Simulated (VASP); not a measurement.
# TiB2 (qlda) (P6/mmm) in VASP: a series of runs, part 2 of 2

VASP 6.6.1. Earlier steps stand in the parts before.

## Step 3: Relaxation of cell and atoms, LDA

The input, INCAR:

```
SYSTEM = TiB2
PREC     = Accurate       ! precision mode
ENCUT    = 600            ! plane-wave cutoff, eV
EDIFF    = 1E-7           ! SCF threshold, eV
ISMEAR   = -1             ! smearing method
SIGMA    = 0.15           ! smearing width, eV
LREAL    = .FALSE.        ! projectors in reciprocal space
LASPH    = .TRUE.         ! aspherical terms in the spheres
NELM     = 80             ! most SCF steps
ALGO     = Normal         ! electronic algorithm
ISIF     = 3              ! what is computed and relaxed
LWAVE    = .FALSE.        ! write WAVECAR
LCHARG   = .FALSE.        ! write CHGCAR
IBRION   = 2              ! ionic algorithm
NSW      = 80             ! ionic steps
EDIFFG   = -0.001         ! ionic threshold
```

The input, KPOINTS:

```
Automatic mesh
0
G
  15 15 12
  0 0 0
```

The input, POSCAR:

```
TiB2
1.0
    2.9939207400      0.0000000029      0.0000000000
   -1.4969603725      2.5928114163      0.0000000000
    0.0000000000      0.0000000000      3.1595020479
Ti B
1 2
Direct
    0.0000000000      0.0000000000      0.0000000000
    0.3333333333      0.6666666667      0.5000000000
    0.6666666667      0.3333333333      0.5000000000
```

Potentials or basis: VASP PAW LDA potentials, release 64 (Ti_sv, B).

Launch:

```console
$ cat potpaw_LDA.64/Ti_sv/POTCAR potpaw_LDA.64/B/POTCAR > POTCAR
$ mpirun -np 1 vasp_std > vasp.out
```

OUTCAR:

```text
SYSTEM = TiB2
   PREC = Accurate
   ENCUT = 600
   EDIFF = 1E-7
   ISMEAR = -1
   LREAL = .FALSE.
   LASPH = .TRUE.
   NELM = 80
   ISIF = 3
   IBRION = 2
   NSW = 80
   EDIFFG = -0.001

 ion  position               nearest neighbor table
   1  0.000  0.000  0.000-   2 2.34   3 2.34   2 2.34   3 2.34   2 2.34   2 2.34   3 2.34   3 2.34
                             3 2.34   3 2.34   2 2.34   2 2.34
   2  0.333  0.667  0.500-   3 1.73   3 1.73   3 1.73   1 2.34   1 2.34   1 2.34   1 2.34   1 2.34
                             1 2.34
   3  0.667  0.333  0.500-   2 1.73   2 1.73   2 1.73   1 2.34   1 2.34   1 2.34   1 2.34   1 2.34
                             1 2.34

  LATTYP: Found a hexagonal cell.
 ALAT       =     2.9939207400
 C/A-ratio  =     1.0553058422

  Lattice vectors:

 A1 = (   2.9939207400,   0.0000000029,   0.0000000000)
 A2 = (  -1.4969603725,   2.5928114163,   0.0000000000)
 A3 = (   0.0000000000,   0.0000000000,   3.1595020479)

Analysis of symmetry for initial positions (statically):
=====================================================================
 Subroutine PRICEL returns:
 Original cell was already a primitive cell.

 Routine SETGRP: Setting up the symmetry group for a
 hexagonal supercell.

 Subroutine GETGRP returns: Found 24 space group operations
 (whereof 24 operations were pure point group operations)
 out of a pool of 24 trial point group operations.

The static configuration has the point symmetry D_6h.

Analysis of symmetry for dynamics (positions and initial velocities):
=====================================================================
 Subroutine PRICEL returns:
 Original cell was already a primitive cell.

 Routine SETGRP: Setting up the symmetry group for a
 hexagonal supercell.

 Subroutine GETGRP returns: Found 24 space group operations
 (whereof 24 operations were pure point group operations)
 out of a pool of 24 trial point group operations.

The dynamic configuration has the point symmetry D_6h.

 Subroutine INISYM returns: Found 24 space group operations
 (whereof 24 operations are pure point group operations),
 and found     1 'primitive' translations

----------------------------------------------------------------------------------------

                                     Primitive cell

  volume of cell :      24.5262

  direct lattice vectors                    reciprocal lattice vectors
     2.993920740  0.000000003  0.000000000     0.334010178  0.192840867  0.000000000
    -1.496960373  2.592811416  0.000000000    -0.000000000  0.385681733  0.000000000
     0.000000000  0.000000000  3.159502048     0.000000000  0.000000000  0.316505571

  length of vectors
     2.993920740  2.993920740  3.159502048     0.385681733  0.385681733  0.316505571

  position of ions in fractional coordinates (direct lattice)
     0.000000000  0.000000000  0.000000000
     0.333333333  0.666666667  0.500000000
     0.666666667  0.333333333  0.500000000

  ion indices of the primitive-cell ions
   primitive index   ion index
                 1           1
                 2           2
                 3           3

----------------------------------------------------------------------------------------

[... 70 lines left out ...]
   LREAL  =      F    real-space projection
   EDIFFG = -.1E-02   stopping-criterion for IOM
   NSW    =     80    number of steps for IOM
   IBRION =      2    ionic relax: 0-MD 1-quasi-New 2-CG
   NFREE  =      1    steps in history (QN), initial steepest desc. (CG)
   ISIF   =      3    stress and relaxation
   ISYM   =      2    0-nonsym 1-usesym 2-fastsym
   POTIM  = 0.5000    time-step for ionic-motion
   TEBEG  =    0.0;   TEEND  =   0.0 temperature during run
   PSTRESS=    0.0 pullay stress
   NELECT =      18.0000    total number of electrons
   NUPDOWN=      -1.0000    fix difference up-down
   EMIN   =  10.00;   EMAX   =-10.00  energy-range for DOS
   EFERMI =   0.00;   METHOD = LEGACY
   ISMEAR =    -1;   SIGMA  =   0.15  broadening in eV -4-tet -1-fermi 0-gaus
   EFERMI_NEDOS =   21; number of points for ismear=-14 and -15
   IALGO  =     38    algorithm
   IMIX   =      4    mixing-type and parameters
     AMIX     =   0.40;   BMIX     =  1.00
     AMIX_MAG =   1.60;   BMIX_MAG =  1.00
  volume/ion in A,a.u.               =       8.18        55.17
  Fermi-wavevector in a.u.,A,eV,Ry     =   1.476689  2.790538 29.669006  2.180610
  Thomas-Fermi vector in A             =   2.591185
   LORBIT       =      0    0 simple, 1 ext, 2 COOP (PROOUT), +10 PAW based schemes
   GGA     = CA    functional components
   LHFCALC =     F    Hartree Fock is set to
   AEXX    =    0.0000 exact exchange contribution
   IVDW    =     0    specifies the selected vdW correction
   LEPSILON=     F    determine dielectric tensor
   LRPA    =     F    only Hartree local field effects (RPA)
 conjugate gradient relaxation of ions
 non-spin polarized calculation
  energy-cutoff  :      600.00
  volume of cell :       24.53
 maximum number of plane-waves:       840
 NGX is ok and might be reduce to    24
   NGX = 11   NGY = 11   NGZ = 13

--------------------------------------- Ionic step        1  -------------------------------------------

 number of electron      18.0000003 magnetization

 Free energy of the ion-electron system (eV)
  ---------------------------------------------------
  ext. energy  EPLUGINS =         0.00000000
  ---------------------------------------------------
  free energy    TOTEN  =       -26.93639788 eV

  energy without entropy =      -26.90726278  energy(sigma->0) =      -26.92183033

------------------------ aborting loop because EDIFF is reached ----------------------------------------

  FORCE on cell =-STRESS in cart. coord.  units (eV):
  Direction    XX          YY          ZZ          XY          YZ          ZX
  --------------------------------------------------------------------------------------
  -------------------------------------------------------------------------------------
  Total        0.1046806      0.1046806      0.0894229      0.0000000     -0.0000000     -0.0000000
  in kB        6.8382807      6.8382807      5.8415710      0.0000000     -0.0000000     -0.0000000
  external PRESSURE =       6.5060441 kB  Pullay stress =       0.0000000 kB
[... 92 lines left out ...]
  FREE ENERGIE OF THE ION-ELECTRON SYSTEM (eV)
  ---------------------------------------------------
  free  energy   TOTEN  =       -26.9365133945 eV

  energy  without entropy=      -26.9072731551  energy(sigma->0) =      -26.92189327

[... ionic steps 4 to 9 ...]

--------------------------------------- Ionic step       10  -------------------------------------------

 number of electron      18.0000003 magnetization

------------------------ aborting loop because EDIFF is reached ----------------------------------------
[... 69 lines left out ...]
--------------------------------------- Ionic step       12  -------------------------------------------

 number of electron      18.0000003 magnetization

 Free energy of the ion-electron system (eV)
  ---------------------------------------------------
  ext. energy  EPLUGINS =         0.00000000
  ---------------------------------------------------
  free energy    TOTEN  =       -26.93651389 eV

  energy without entropy =      -26.90727190  energy(sigma->0) =      -26.92189290

 E-fermi :  10.3907     XC(G=0): -13.1597

 val. band max:       10.3770286811   @ k =   0.2000   0.2000   0.0833
 cond. band min:      10.4180179464   @ k =   0.0667   0.0667   0.3333
 fundamental gap:      0.0409892654
 Fermi energy:        10.3906672325

 k-point     1 :       0.0000    0.0000    0.0000
  band No.  band energies     occupation
      1     -45.7218      2.00000
      2     -22.4679      2.00000
      3     -22.1281      2.00000
      4     -22.1281      2.00000
      5      -3.1073      2.00000
      6       7.6560      2.00000
      7       7.6560      2.00000
      8       8.2083      2.00000
      9       8.2455      2.00000
     10      12.4107      0.00000
     11      12.4107      0.00000
     12      14.3056      0.00000
     13      14.3056      0.00000
[... 354 lines left out ...]
  band No.  band energies     occupation
      1     -45.6492      2.00000
      2     -22.5470      2.00000
      3     -22.3793      2.00000
      4     -22.3429      2.00000
      5       1.5517      2.00000
      6       1.6010      2.00000
      7       4.4995      2.00000
      8       7.6545      2.00000
      9       9.8296      1.95362
     10      10.3504      1.13337
     11      12.4989      0.00000
     12      13.2025      0.00000
     13      16.3885      0.00000

 [... further k-points ...]
[... 5 lines left out ...]
  --------------------------------------------------------------------------------------
  -------------------------------------------------------------------------------------
  Total        0.0000192      0.0000192     -0.0014840      0.0000000     -0.0000000     -0.0000000
  in kB        0.0012515      0.0012515     -0.0967082      0.0000000     -0.0000000     -0.0000000
  external PRESSURE =      -0.0314017 kB  Pullay stress =       0.0000000 kB
[... 18 lines left out ...]
  FREE ENERGIE OF THE ION-ELECTRON SYSTEM (eV)
  ---------------------------------------------------
  free  energy   TOTEN  =       -26.9365138911 eV

  energy  without entropy=      -26.9072719030  energy(sigma->0) =      -26.92189290

 reached required accuracy - stopping structural energy minimisation
```

Wall time 2.3 min (1 thread of Intel Xeon Platinum 8488C (Sapphire Rapids), shared host); peak memory 0.2 GiB.

What came out:

```yaml
Free_energy: -26.9365 eV
Relaxed_volume: 8.20 Å³/atom
Relaxed_cell: a = 2.996 Å, b = 2.996 Å, c = 3.162 Å, α = 90.00°, β = 90.00°, γ = 120.00°
Space_group_after_relaxing_to_0.05_Å: P6/mmm (No. 191)
Energy_gained_by_relaxing: 0.0 meV/atom
Ionic_steps: 12
Pressure_after_relaxing: 0.0 GPa
Band_gap_on_the_k_mesh: zero (band 9 reaches 10.88 eV, above the bottom of band 10 at 10.15 eV)
```

The path:
| step | energy change (eV) | largest force (eV/Å) | pressure (GPa) | volume (Å³) |
| --- | --- | --- | --- | --- |
| 1 | 0.0000 | 0.0000 | 0.65 | 24.53 |
| 2 | 0.0000 | 0.0000 | -0.69 | 24.64 |
| 3 | -0.0001 | 0.0000 | -0.01 | 24.58 |
| 4 | -0.0001 | 0.0000 | 0.00 | 24.58 |
| 5 | -0.0001 | 0.0000 | 0.01 | 24.58 |
| 6 | -0.0001 | 0.0000 | 0.02 | 24.58 |
| 7 | -0.0001 | 0.0000 | 0.03 | 24.58 |
| 8 | -0.0001 | 0.0000 | 0.02 | 24.58 |
| 9 | -0.0001 | 0.0000 | 0.02 | 24.58 |
| 10 | -0.0001 | 0.0000 | 0.02 | 24.58 |
| 11 | -0.0001 | 0.0000 | 0.02 | 24.58 |
| 12 | -0.0001 | 0.0000 | 0.00 | 24.59 |

Final structure:
```
Ti B
1.0
     2.99622    0.00000    0.00000
    -1.49811    2.59480    0.00000
     0.00000    0.00000    3.16227
Ti B
1 2
Direct
  0.00000 0.00000 0.00000
  0.33333 0.66667 0.50000
  0.66667 0.33333 0.50000
```

Levels at points of the mesh, in eV from the Fermi level:
```tsv
k point	band 6	band 7	band 8	band 9	band 10	band 11	band 12	band 13
(0.00, 0.00, 0.00)	-2.73	-2.73	-2.18	-2.15	2.02	2.02	3.91	3.91
(0.00, 0.00, 0.50)	-7.67	-0.56	-0.56	-0.24	-0.24	0.46	0.46	1.85
```
